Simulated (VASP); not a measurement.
# MoS in VASP: further runs, part 2 of 2

VASP 6.6.1. Earlier steps stand in the parts before.

## 3. Single point, r2SCAN, collinear spin (20.54 Å³/atom)

This run uses another cell than the first one, of 20.54 Å³/atom.

File POSCAR:

```
MoS
1.0
    0.0000000000      2.7387285394      2.7387285394
    2.7387285394      0.0000000000      2.7387285394
    2.7387285394      2.7387285394      0.0000000000
Mo S
1 1
Direct
    0.0000000000      0.0000000000      0.0000000000
    0.2500000000      0.2500000000      0.2500000000
```

File INCAR.step1:

```
SYSTEM = MoS
PREC = Accurate
ENCUT = 520
ISMEAR = 0
SIGMA = 0.05
LREAL = .FALSE.
LASPH = .TRUE.
NELM = 150
ISPIN = 2
MAGMOM = 0.93 0
LMAXMIX = 4
NBANDS = 21
GGA = PE
ALGO = Normal
EDIFF = 1E-4
LWAVE = .TRUE.
LCHARG = .FALSE.
```

File INCAR.step2:

```
SYSTEM = MoS
PREC = Accurate
ENCUT = 520
EDIFF = 1E-6
ISMEAR = 0
SIGMA = 0.05
LREAL = .FALSE.
LASPH = .TRUE.
NELM = 150
ALGO = Normal
ISIF = 2
LWAVE = .FALSE.
LCHARG = .FALSE.
ISPIN = 2
MAGMOM = 0.93 0
LORBIT = 11
LMAXMIX = 4
METAGGA = R2SCAN
LMIXTAU = .TRUE.
NBANDS = 21
ISTART = 1
```

File KPOINTS:

```
regular mesh
0
G
  12 12 12
  0 0 0
```

Potentials or basis: VASP PAW PBE potentials, release 64 (Mo_sv, S).

The run is started by

```
> cat potpaw_PBE.64/Mo_sv/POTCAR potpaw_PBE.64/S/POTCAR > POTCAR
> cp INCAR.step1 INCAR
> mpirun -np 1 vasp_std > vasp.out
> cp INCAR.step2 INCAR
> mpirun -np 1 vasp_std > vasp.out
```

OUTCAR:

```text
SYSTEM = MoS
   PREC = Accurate
   ENCUT = 520
   EDIFF = 1E-6
   ISMEAR = 0
   LREAL = .FALSE.
   LASPH = .TRUE.
   NELM = 150
   ISIF = 2
   ISPIN = 2
   LORBIT = 11
   METAGGA = R2SCAN
   ISTART = 1

 ion  position               nearest neighbor table
   1  0.000  0.000  0.000-   2 2.37   2 2.37   2 2.37   2 2.37
   2  0.250  0.250  0.250-   1 2.37   1 2.37   1 2.37   1 2.37

  LATTYP: Found a face centered cubic cell.
 ALAT       =     5.4774570788

  Lattice vectors:

 A1 = (   0.0000000000,   2.7387285394,   2.7387285394)
 A2 = (   2.7387285394,   0.0000000000,   2.7387285394)
 A3 = (   2.7387285394,   2.7387285394,   0.0000000000)

Analysis of symmetry for initial positions (statically):
=====================================================================
 Subroutine PRICEL returns:
 Original cell was already a primitive cell.

 Routine SETGRP: Setting up the symmetry group for a
 face centered cubic supercell.

 Subroutine GETGRP returns: Found 24 space group operations
 (whereof 24 operations were pure point group operations)
 out of a pool of 48 trial point group operations.

The static configuration has the point symmetry T_d .

Analysis of symmetry for dynamics (positions and initial velocities):
=====================================================================
 Subroutine PRICEL returns:
 Original cell was already a primitive cell.

 Routine SETGRP: Setting up the symmetry group for a
 face centered cubic supercell.

 Subroutine GETGRP returns: Found 24 space group operations
 (whereof 24 operations were pure point group operations)
 out of a pool of 48 trial point group operations.

The dynamic configuration has the point symmetry T_d .

Analysis of structural, dynamic, and magnetic symmetry:
=====================================================================
 Subroutine PRICEL returns:
 Original cell was already a primitive cell.

 Routine SETGRP: Setting up the symmetry group for a
 face centered cubic supercell.

 Subroutine GETGRP returns: Found 24 space group operations
 (whereof 24 operations were pure point group operations)
 out of a pool of 48 trial point group operations.

The overall configuration has the point symmetry T_d .

 Subroutine INISYM returns: Found 24 space group operations
 (whereof 24 operations are pure point group operations),
 and found     1 'primitive' translations

----------------------------------------------------------------------------------------

                                     Primitive cell

  volume of cell :      41.0844

  direct lattice vectors                    reciprocal lattice vectors
     0.000000000  2.738728539  2.738728539    -0.182566469  0.182566469  0.182566469
     2.738728539  0.000000000  2.738728539     0.182566469 -0.182566469  0.182566469
     2.738728539  2.738728539  0.000000000     0.182566469  0.182566469 -0.182566469

  length of vectors
     3.873147044  3.873147044  3.873147044     0.316214401  0.316214401  0.316214401

  position of ions in fractional coordinates (direct lattice)
     0.000000000  0.000000000  0.000000000
     0.250000000  0.250000000  0.250000000

  ion indices of the primitive-cell ions
   primitive index   ion index
                 1           1
                 2           2

----------------------------------------------------------------------------------------
[... 62 lines left out ...]
   ISTART =      1    job   : 0-new  1-cont  2-samecut
   ICHARG =      0    charge: 1-file 2-atom 10-const
   ISPIN  =      2    spin polarized calculation?
   LNONCOLLINEAR =      F non collinear calculations
   LSORBIT =      F    spin-orbit coupling
   LASPH  =      T    aspherical Exc in radial PAW
   ENCUT  =  520.0 eV  38.22 Ry    6.18 a.u.   7.20  7.20  7.20*2*pi/ulx,y,z
   NELM   =    150;   NELMIN=  2; NELMDL=  0     # of ELM steps
   EDIFF  = 0.1E-05   stopping-criterion for ELM
   LREAL  =      F    real-space projection
   EDIFFG = 0.1E-04   stopping-criterion for IOM
   NSW    =      0    number of steps for IOM
   IBRION =     -1    ionic relax: 0-MD 1-quasi-New 2-CG
   NFREE  =      0    steps in history (QN), initial steepest desc. (CG)
   ISIF   =      2    stress and relaxation
   ISYM   =      2    0-nonsym 1-usesym 2-fastsym
   POTIM  = 0.5000    time-step for ionic-motion
   TEBEG  =    0.0;   TEEND  =   0.0 temperature during run
   PSTRESS=    0.0 pullay stress
   NELECT =      20.0000    total number of electrons
   NUPDOWN=      -1.0000    fix difference up-down
   EMIN   =  10.00;   EMAX   =-10.00  energy-range for DOS
   EFERMI =   0.00;   METHOD = LEGACY
   ISMEAR =     0;   SIGMA  =   0.05  broadening in eV -4-tet -1-fermi 0-gaus
   EFERMI_NEDOS =   21; number of points for ismear=-14 and -15
   IALGO  =     38    algorithm
   IMIX   =      4    mixing-type and parameters
     AMIX     =   0.40;   BMIX     =  1.00
     AMIX_MAG =   1.60;   BMIX_MAG =  1.00
  volume/ion in A,a.u.               =      20.54       138.63
  Fermi-wavevector in a.u.,A,eV,Ry     =   1.287832  2.433649 22.565412  1.658511
  Thomas-Fermi vector in A             =   2.419822
   LORBIT       =     11    0 simple, 1 ext, 2 COOP (PROOUT), +10 PAW based schemes
   METAGGA = R2SCAN    functional components
   LHFCALC =     F    Hartree Fock is set to
   AEXX    =    0.0000 exact exchange contribution
   IVDW    =     0    specifies the selected vdW correction
   LEPSILON=     F    determine dielectric tensor
   LRPA    =     F    only Hartree local field effects (RPA)
 spin polarized calculation
 Gauss-broadening in eV      SIGMA  =   0.05
  energy-cutoff  :      520.00
  volume of cell :       41.08
 maximum number of plane-waves:      1125
 NGX is ok and might be reduce to    30
   NGX = 15   NGY = 15   NGZ = 15

 number of electron      19.9999998 magnetization      -0.0006053

 number of electron      19.9999998 magnetization       0.0003452

 Free energy of the ion-electron system (eV)
  ---------------------------------------------------
  ext. energy  EPLUGINS =         0.00000000
  ---------------------------------------------------
  free energy    TOTEN  =       -34.07737978 eV

  energy without entropy =      -34.07439751  energy(sigma->0) =      -34.07588865

 E-fermi :   7.1660     XC(G=0): -11.1264

 val. band max:        7.1589337362   @ k =   0.5000   0.1667   0.0000
 cond. band min:       7.1661663346   @ k =   0.4167   0.2500   0.0000
 fundamental gap:      0.0072325984
 Fermi energy:         7.1660136750

 spin component 1

 k-point     1 :       0.0000    0.0000    0.0000
  band No.  band energies     occupation
      1     -55.6906      1.00000
      2     -29.1005      1.00000
      3     -29.1005      1.00000
      4     -29.1005      1.00000
      5      -8.3077      1.00000
      6       1.4704      1.00000
[... 565 lines left out ...]
     20      21.2206      0.00000
     21      24.2844      0.00000

 [... further k-points ...]

 spin component 2

 k-point     1 :       0.0000    0.0000    0.0000
  band No.  band energies     occupation
      1     -55.6904      1.00000
      2     -29.1003      1.00000
      3     -29.1003      1.00000
      4     -29.1002      1.00000
      5      -8.3076      1.00000
      6       1.4704      1.00000
[... 565 lines left out ...]
     20      21.2207      0.00000
     21      24.2846      0.00000

 [... further k-points ...]
[... 5 lines left out ...]
  --------------------------------------------------------------------------------------
  -------------------------------------------------------------------------------------
  Total       -2.7344632     -2.7344632     -2.7344632      0.0000000      0.0000000      0.0000000
  in kB     -106.6364570   -106.6364570   -106.6364570      0.0000000      0.0000000      0.0000000
  external PRESSURE =    -106.6364570 kB  Pullay stress =       0.0000000 kB

 VOLUME and BASIS-vectors are now :
 -----------------------------------------------------------------------------
  energy-cutoff  :      520.00
  volume of cell :       41.08
      direct lattice vectors                 reciprocal lattice vectors
     0.000000000  2.738728539  2.738728539    -0.182566469  0.182566469  0.182566469
     2.738728539  0.000000000  2.738728539     0.182566469 -0.182566469  0.182566469
     2.738728539  2.738728539  0.000000000     0.182566469  0.182566469 -0.182566469

 POSITION                                       TOTAL-FORCE (eV/Angst)
 -----------------------------------------------------------------------------------
      0.00000      0.00000      0.00000        -0.000000     -0.000000     -0.000000
      1.36936      1.36936      1.36936         0.000000      0.000000      0.000000
 -----------------------------------------------------------------------------------
    total drift:                               -0.000000     -0.000000     -0.000000

  FREE ENERGIE OF THE ION-ELECTRON SYSTEM (eV)
  ---------------------------------------------------
  free  energy   TOTEN  =       -34.0773797824 eV

  energy  without entropy=      -34.0743975142  energy(sigma->0) =      -34.07588865

 total charge

# of ion       s       p       d       tot
------------------------------------------
    1        2.239   6.108   4.044  12.391
    2        1.301   2.395   0.000   3.696
--------------------------------------------------
tot          3.540   8.503   4.044  16.087

 magnetization (x)

# of ion       s       p       d       tot
------------------------------------------
    1        0.000   0.000   0.000   0.000
    2        0.000   0.000   0.000   0.000
--------------------------------------------------
tot          0.000   0.000   0.000   0.000
```

It took 13 min on 1 thread of Intel Xeon 8259CL, shared host; peak memory 0.26 GiB.

Results:

| Quantity | Value |
| --- | --- |
| Free energy | -34.0774 eV |
| Pressure | -10.7 GPa |
| Band gap on the k mesh | zero (filled and empty bands overlap) |
| Net moment | 0.00 μB per cell |
| Valence electrons inside the program's atomic spheres | Mo 12.39; S 3.70 |

Caveat: the cell stands under tension; the PAW data sets were made with another functional, which shifts forces and pressure a little.

## 4. Single point, r2SCAN, collinear spin (atom 1 (Mo) moved 0.12 Å along y)

File POSCAR:

```
MoS
1.0
    0.0000000000      2.6776536121      2.6776536121
    2.6776536121      0.0000000000      2.6776536121
    2.6776536121      2.6776536121      0.0000000000
Mo S
1 1
Direct
    0.0224076780     -0.0224076780      0.0224076780
    0.2500000000      0.2500000000      0.2500000000
```

File INCAR.step1:

```
ALGO     = Normal         # electronic algorithm
EDIFF    = 1E-4           # SCF threshold, eV
ENCUT    = 520            # plane-wave cutoff, eV
GGA      = PE             # functional
ISMEAR   = 0              # smearing method
ISPIN    = 2              # spin polarisation
LASPH    = True           # aspherical terms in the spheres
LCHARG   = False          # write CHGCAR
LMAXMIX  = 4              # l up to which the mixer works
LREAL    = False          # projectors in reciprocal space
LWAVE    = True           # write WAVECAR
MAGMOM   = 0.9 0          # initial moments
NBANDS   = 21             # bands
NELM     = 150            # most SCF steps
PREC     = Accurate       # precision mode
SIGMA    = 0.05           # smearing width, eV
```

File INCAR.step2:

```
ALGO     = Normal         # electronic algorithm
EDIFF    = 1E-6           # SCF threshold, eV
ENCUT    = 520            # plane-wave cutoff, eV
ISIF     = 2              # what is computed and relaxed
ISMEAR   = 0              # smearing method
ISPIN    = 2              # spin polarisation
ISTART   = 1            
LASPH    = True           # aspherical terms in the spheres
LCHARG   = True           # write CHGCAR
LELF     = True           # ELF
LMAXMIX  = 4              # l up to which the mixer works
LMIXTAU  = True         
LORBIT   = 11             # projections on sites
LREAL    = False          # projectors in reciprocal space
LVHAR    = True         
LWAVE    = False          # write WAVECAR
MAGMOM   = 0.9 0          # initial moments
METAGGA  = R2SCAN         # meta-GGA
NBANDS   = 21             # bands
NELM     = 150            # most SCF steps
PREC     = Accurate       # precision mode
SIGMA    = 0.05           # smearing width, eV
```

File KPOINTS:

```
k-points
0
Gamma
  12 12 12
```

The run is started by

```
> cat potpaw_PBE.64/Mo_sv/POTCAR potpaw_PBE.64/S/POTCAR > POTCAR
> cp INCAR.step1 INCAR
> mpirun -np 1 vasp_std > vasp.out
> cp INCAR.step2 INCAR
> mpirun -np 1 vasp_std > vasp.out
```

Wall time 33 min (1 thread of Oxide Virtual Turin-like, shared host); peak memory 0.4 GiB.

Results (log left out):

```
Free energy                                           : -34.1334 eV
Pressure                                              : -2.4 GPa
Largest force                                         : 1.205 eV/Å
Band gap on the k mesh                                : zero (filled and empty bands overlap)
Net moment                                            : 0.01 μB per cell
Valence electrons inside the program's atomic spheres : Mo 12.53; S 3.73
```

Forces in eV/Å, atoms in the order of the input:
```
Mo   0.000 -1.205  0.000
S    0.000  1.205  0.000
```

Stress tensor (GPa, compression positive):
```
-2.33  0.00  8.34
 0.00 -2.49  0.00
 8.34  0.00 -2.33
```

Levels at points of the mesh, in eV from the Fermi level:
Spin up:
```csv
k point,band 6,band 7,band 8,band 9,band 10,band 11,band 12,band 13,band 14,band 15
"(0.00, 0.00, 0.00)",-6.17,-6.04,-5.79,-0.82,-0.75,1.75,3.97,4.76,5.23,8.40
"(0.50, 0.00, 0.00)",-6.39,-5.75,-5.66,-0.43,-0.11,0.43,2.77,2.93,4.46,8.70
"(0.00, 0.50, 0.00)",-6.36,-5.44,-5.29,-0.58,-0.21,-0.18,1.97,2.28,4.62,9.22
"(0.50, 0.50, 0.00)",-7.07,-4.71,-4.63,-1.74,0.09,0.37,0.89,1.03,7.27,8.51
"(0.50, 0.00, 0.50)",-7.07,-4.86,-4.43,-1.80,0.21,0.37,0.73,1.23,7.30,8.54
```
Spin down:
```csv
k point,band 8,band 9,band 10,band 11,band 12,band 13
"(0.00, 0.00, 0.00)",-5.79,-0.81,-0.74,1.75,3.97,4.76
"(0.50, 0.00, 0.00)",-5.65,-0.42,-0.10,0.43,2.77,2.93
"(0.00, 0.50, 0.00)",-5.29,-0.58,-0.20,-0.17,1.97,2.29
"(0.50, 0.50, 0.00)",-4.63,-1.74,0.10,0.37,0.89,1.04
"(0.50, 0.00, 0.50)",-4.43,-1.79,0.22,0.38,0.73,1.24
```

Caveat: the cell differs from its parent crystal (atom 1 (Mo) moved 0.12 Å along y); the PAW data sets were made with another functional, which shifts forces and pressure a little.

## 5. Overview

```tsv
cell	gap on the mesh (eV)	pressure (GPa)	moment (μB)
a = 3.837 Å, angles 60.0°, 2 atoms, atomic positions A	none	-7.8	0.00
a = 3.873 Å, angles 60.0°, 2 atoms, atomic positions A	none	-10.7	0.00
a = 3.787 Å, angles 60.0°, 2 atoms, atomic positions B	none	-2.4	0.01
```

Alike in all rows: task single point; level r2SCAN; potentials or basis VASP PAW PBE potentials, release 64 (Mo_sv, S); spin collinear; k mesh 12 × 12 × 12; cutoff (eV) 520; smearing gaussian 0.05 eV.

Caveats: the PAW data sets were made with another functional, which shifts forces and pressure a little; the cell stands under tension (at least some runs).

Absolute energies hang on the potentials; compare differences alone.
